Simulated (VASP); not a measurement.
# AgB (P4/mmm) in VASP: single point with PBE

Aim: the single point of AgB with PBE.

Everything below comes from runs of VASP 6.6.1. Logs are shortened: lines on timing, memory, paths and dates and some standing lists are left out, and cuts for length are marked.

## Step 1: The cell of the first run

Symmetry: P4/mmm, No. 123, tetragonal system. Conventional cell: a = 2.675 Å, b = 2.675 Å, c = 4.273 Å, α = 90.00°, β = 90.00°, γ = 90.00°. Within 2.8 Å of Ag (site symmetry 4/mmm) lie 2 B at 2.14 Å and 4 Ag at 2.67 Å. B (site symmetry 4/mmm) has 2 Ag at 2.14 Å and 4 B at 2.67 Å within 2.8 Å.

The cell was built from a structure type or drawn by symmetry, and may not be a known phase.

## Step 2: Single point, PBE

Contents of INCAR:

```
SYSTEM = AgB
PREC = Accurate ; ENCUT = 520
EDIFF = 1E-6 ; ISMEAR = 0
SIGMA = 0.1 ; LREAL = .False.
LASPH = .True. ; NELM = 80
ALGO = Normal ; ISIF = 2
LWAVE = .False. ; LCHARG = .False.
GGA = PE ; NBANDS = 14
```

Contents of KPOINTS:

```
Automatic mesh
0
Gamma
  8 8 4
  0 0 0
```

Contents of POSCAR:

```
AgB
1.0
    2.6749465760      0.0000000000      0.0000000000
    0.0000000000      2.6749465760      0.0000000000
    0.0000000000      0.0000000000      4.2734493619
Ag B
1 1
Direct
    0.5000000000      0.5000000000      0.4235039771
    0.5000000000      0.5000000000      0.9235115229
```

Potentials or basis: VASP PAW PBE potentials, release 64 (Ag, B).

Launch:

```
$ cat potpaw_PBE.64/Ag/POTCAR potpaw_PBE.64/B/POTCAR > POTCAR
$ mpirun -np 1 vasp_std > vasp.out
```

OUTCAR:

```text
SYSTEM = AgB
   PREC = Accurate
   ENCUT = 520
   EDIFF = 1E-6
   ISMEAR = 0
   LREAL = .False.
   LASPH = .True.
   NELM = 80
   ISIF = 2
   GGA = PE

 ion  position               nearest neighbor table
   1  0.500  0.500  0.424-   2 2.14   2 2.14
   2  0.500  0.500  0.924-   1 2.14   1 2.14

  LATTYP: Found a simple tetragonal cell.
 ALAT       =     2.6749465760
 C/A-ratio  =     1.5975830696

  Lattice vectors:

 A1 = (   2.6749465760,   0.0000000000,   0.0000000000)
 A2 = (   0.0000000000,   2.6749465760,   0.0000000000)
 A3 = (   0.0000000000,   0.0000000000,   4.2734493619)

Analysis of symmetry for initial positions (statically):
=====================================================================
 Subroutine PRICEL returns:
 Original cell was already a primitive cell.

 Routine SETGRP: Setting up the symmetry group for a
 simple tetragonal supercell.

 Subroutine GETGRP returns: Found  8 space group operations
 (whereof  8 operations were pure point group operations)
 out of a pool of 16 trial point group operations.

The static configuration has the point symmetry C_4v.

Analysis of symmetry for dynamics (positions and initial velocities):
=====================================================================
 Subroutine PRICEL returns:
 Original cell was already a primitive cell.

 Routine SETGRP: Setting up the symmetry group for a
 simple tetragonal supercell.

 Subroutine GETGRP returns: Found  8 space group operations
 (whereof  8 operations were pure point group operations)
 out of a pool of 16 trial point group operations.

The dynamic configuration has the point symmetry C_4v.

 Subroutine INISYM returns: Found  8 space group operations
 (whereof  8 operations are pure point group operations),
 and found     1 'primitive' translations

----------------------------------------------------------------------------------------

                                     Primitive cell

  volume of cell :      30.5780

  direct lattice vectors                    reciprocal lattice vectors
     2.674946576  0.000000000  0.000000000     0.373839242  0.000000000  0.000000000
     0.000000000  2.674946576  0.000000000     0.000000000  0.373839242  0.000000000
     0.000000000  0.000000000  4.273449362     0.000000000  0.000000000  0.234003007

  length of vectors
     2.674946576  2.674946576  4.273449362     0.373839242  0.373839242  0.234003007

  position of ions in fractional coordinates (direct lattice)
     0.500000000  0.500000000  0.423503977
     0.500000000  0.500000000  0.923511523

  ion indices of the primitive-cell ions
   primitive index   ion index
                 1           1
                 2           2

----------------------------------------------------------------------------------------

 KPOINTS: Automatic mesh

Automatic generation of k-mesh.
 Grid dimensions read from file:
 generate k-points for:    8    8    4

 Generating k-lattice:

  Cartesian coordinates                     Fractional coordinates (reciprocal lattice)
     0.046729905  0.000000000  0.000000000     0.125000000  0.000000000  0.000000000
     0.000000000  0.046729905  0.000000000     0.000000000  0.125000000  0.000000000
     0.000000000  0.000000000  0.058500752     0.000000000  0.000000000  0.250000000

  Length of vectors
     0.046729905  0.046729905  0.058500752

  Shift w.r.t. Gamma in fractional coordinates (k-lattice)
     0.000000000  0.000000000  0.000000000

 Subroutine IBZKPT returns following result:
 ===========================================

 Found     45 irreducible k-points:

 Following reciprocal coordinates:
            Coordinates               Weight
  0.000000  0.000000  0.000000      1.000000
  0.125000  0.000000  0.000000      4.000000
  0.250000  0.000000  0.000000      4.000000
  0.375000  0.000000  0.000000      4.000000
  0.500000  0.000000  0.000000      2.000000
  0.125000  0.125000  0.000000      4.000000
[... 16 lines left out ...]
  0.375000  0.125000  0.250000     16.000000
  0.500000  0.125000  0.250000      8.000000
 [... further k-points ...]
   k-points           NKPTS =     45   k-points in BZ     NKDIM =     45   number of bands    NBANDS=     14
   number of dos      NEDOS =    301   number of ions     NIONS =      2
   total plane-waves  NPLWV =  12800
   dimension x,y,z NGX =    20 NGY =   20 NGZ =   32
   dimension x,y,z NGXF=    40 NGYF=   40 NGZF=   64
   ions per type =               1   1
   NGX,Y,Z   is equivalent  to a cutoff of  12.43, 12.43, 12.45 a.u.
   NGXF,Y,Z  is equivalent  to a cutoff of  24.86, 24.86, 24.90 a.u.
 SYSTEM =  AgB
   PREC   = accura    normal or accurate (medium, high low for compatibility)
   ISTART =      0    job   : 0-new  1-cont  2-samecut
   ICHARG =      2    charge: 1-file 2-atom 10-const
   ISPIN  =      1    spin polarized calculation?
   LNONCOLLINEAR =      F non collinear calculations
   LSORBIT =      F    spin-orbit coupling
   LASPH  =      T    aspherical Exc in radial PAW
   ENCUT  =  520.0 eV  38.22 Ry    6.18 a.u.   4.97  4.97  7.95*2*pi/ulx,y,z
   NELM   =     80;   NELMIN=  2; NELMDL= -5     # of ELM steps
   EDIFF  = 0.1E-05   stopping-criterion for ELM
   LREAL  =      F    real-space projection
   EDIFFG = 0.1E-04   stopping-criterion for IOM
   NSW    =      0    number of steps for IOM
   IBRION =     -1    ionic relax: 0-MD 1-quasi-New 2-CG
   NFREE  =      0    steps in history (QN), initial steepest desc. (CG)
   ISIF   =      2    stress and relaxation
   ISYM   =      2    0-nonsym 1-usesym 2-fastsym
   POTIM  = 0.5000    time-step for ionic-motion
   TEBEG  =    0.0;   TEEND  =   0.0 temperature during run
   PSTRESS=    0.0 pullay stress
   NELECT =      14.0000    total number of electrons
   NUPDOWN=      -1.0000    fix difference up-down
   EMIN   =  10.00;   EMAX   =-10.00  energy-range for DOS
   EFERMI =   0.00;   METHOD = LEGACY
   ISMEAR =     0;   SIGMA  =   0.10  broadening in eV -4-tet -1-fermi 0-gaus
   EFERMI_NEDOS =   21; number of points for ismear=-14 and -15
   IALGO  =     38    algorithm
   IMIX   =      4    mixing-type and parameters
     AMIX     =   0.40;   BMIX     =  1.00
     AMIX_MAG =   1.60;   BMIX_MAG =  1.00
  volume/ion in A,a.u.               =      15.29       103.18
  Fermi-wavevector in a.u.,A,eV,Ry     =   1.261773  2.384405 21.661444  1.592071
  Thomas-Fermi vector in A             =   2.395215
   LORBIT       =      0    0 simple, 1 ext, 2 COOP (PROOUT), +10 PAW based schemes
   GGA     = PE    functional components
   LHFCALC =     F    Hartree Fock is set to
   AEXX    =    0.0000 exact exchange contribution
   IVDW    =     0    specifies the selected vdW correction
   LEPSILON=     F    determine dielectric tensor
   LRPA    =     F    only Hartree local field effects (RPA)
 non-spin polarized calculation
 Gauss-broadening in eV      SIGMA  =   0.10
  energy-cutoff  :      520.00
  volume of cell :       30.58
 maximum number of plane-waves:       840
 NGX is ok and might be reduce to    20
   NGX =  9   NGY =  9   NGZ = 15

 number of electron      13.9999991 magnetization

 Free energy of the ion-electron system (eV)
  ---------------------------------------------------
  ext. energy  EPLUGINS =         0.00000000
  ---------------------------------------------------
  free energy    TOTEN  =        -6.30607265 eV

  energy without entropy =       -6.29956254  energy(sigma->0) =       -6.30281759

 E-fermi :   5.6575     XC(G=0): -10.9623

 val. band max:        5.5622565835   @ k =   0.3750   0.0000   0.2500
 cond. band min:       5.6618751479   @ k =   0.2500   0.2500   0.0000
 fundamental gap:      0.0996185644
 Fermi energy:         5.6575480924

 k-point     1 :       0.0000    0.0000    0.0000
  band No.  band energies     occupation
      1      -4.2673      2.00000
      2      -1.1230      2.00000
      3      -1.0807      2.00000
      4       1.2843      2.00000
      5       1.2843      2.00000
      6       2.0581      2.00000
      7       3.3755      2.00000
      8       7.3583      0.00000
      9      10.8085      0.00000
     10      10.8085      0.00000
     11      17.7517      0.00000
     12      20.3597      0.00000
     13      20.6606      0.00000
     14      23.5500      0.00000

 k-point     2 :       0.1250    0.0000    0.0000
  band No.  band energies     occupation
      1      -4.0283      2.00000
      2      -1.0381      2.00000
      3      -0.7211      2.00000
      4       0.9179      2.00000
      5       1.3054      2.00000
      6       1.8965      2.00000
      7       3.7991      2.00000
      8       7.4580      0.00000
      9       9.5789      0.00000
     10      10.9615      0.00000
     11      17.7340      0.00000
     12      20.1814      0.00000
     13      20.9871      0.00000
     14      23.3529      0.00000

 k-point     3 :       0.2500    0.0000    0.0000
  band No.  band energies     occupation
      1      -3.3772      2.00000
      2      -0.8820      2.00000
      3       0.2838      2.00000
      4       0.3047      2.00000
      5       1.3567      2.00000
      6       1.5267      2.00000
      7       4.6211      2.00000
      8       6.9866      0.00000
      9       8.0603      0.00000
     10      11.3484      0.00000
     11      17.3883      0.00000
     12      17.5094      0.00000
     13      21.5517      0.00000
     14      22.4723      0.00000
[... 324 lines left out ...]
 k-point    23 :       0.3750    0.1250    0.2500
  band No.  band energies     occupation
      1      -1.9533      2.00000
      2      -0.5470      2.00000
      3      -0.2265      2.00000
      4       0.7656      2.00000
      5       1.0009      2.00000
      6       1.8427      2.00000
      7       4.0297      2.00000
      8       5.7211      0.36904
      9      10.0851      0.00000
     10      11.0950      0.00000
     11      14.8033      0.00000
     12      18.1735      0.00000
     13      20.8915      0.00000
     14      21.7254      0.00000

 k-point    24 :       0.5000    0.1250    0.2500
  band No.  band energies     occupation
      1      -1.5223      2.00000
      2      -0.7366      2.00000
      3      -0.1761      2.00000
      4       0.6316      2.00000
      5       1.0490      2.00000
      6       2.6207      2.00000
      7       3.5703      2.00000
      8       6.3439      0.00000
      9       8.6000      0.00000
     10      11.2912      0.00000
     11      14.8430      0.00000
     12      17.5914      0.00000
     13      20.8961      0.00000
     14      21.6176      0.00000

 [... further k-points ...]
[... 5 lines left out ...]
  --------------------------------------------------------------------------------------
  -------------------------------------------------------------------------------------
  Total       -0.0621814     -0.0621814      0.0620651      0.0000000      0.0000000      0.0000000
  in kB       -3.2580861     -3.2580861      3.2519889      0.0000000      0.0000000      0.0000000
  external PRESSURE =      -1.0880611 kB  Pullay stress =       0.0000000 kB

 VOLUME and BASIS-vectors are now :
 -----------------------------------------------------------------------------
  energy-cutoff  :      520.00
  volume of cell :       30.58
      direct lattice vectors                 reciprocal lattice vectors
     2.674946576  0.000000000  0.000000000     0.373839242  0.000000000  0.000000000
     0.000000000  2.674946576  0.000000000     0.000000000  0.373839242  0.000000000
     0.000000000  0.000000000  4.273449362     0.000000000  0.000000000  0.234003007

 POSITION                                       TOTAL-FORCE (eV/Angst)
 -----------------------------------------------------------------------------------
      1.33747      1.33747      1.80982         0.000000      0.000000      0.000472
      1.33747      1.33747      3.94658        -0.000000      0.000000     -0.000472
 -----------------------------------------------------------------------------------
    total drift:                               -0.000000      0.000000      0.000292

  FREE ENERGIE OF THE ION-ELECTRON SYSTEM (eV)
  ---------------------------------------------------
  free  energy   TOTEN  =        -6.3060726506 eV

  energy  without entropy=       -6.2995625379  energy(sigma->0) =       -6.30281759
```

Wall time 19 s (1 thread of Intel Xeon 8259CL, shared host); peak memory 0.15 GiB.

What came out:

* Free energy: -6.3061 eV
* Pressure: -0.1 GPa
* Band gap on the k mesh: zero (bands 7 and 8 overlap by 1.18 eV)

Stress tensor (GPa, compression positive):
```
-0.33  0.00  0.00
 0.00 -0.33  0.00
 0.00  0.00  0.33
```

Caveat: the k points lie up to 0.37 Å⁻¹ apart, too coarse for converged energies and pressures of a metal.
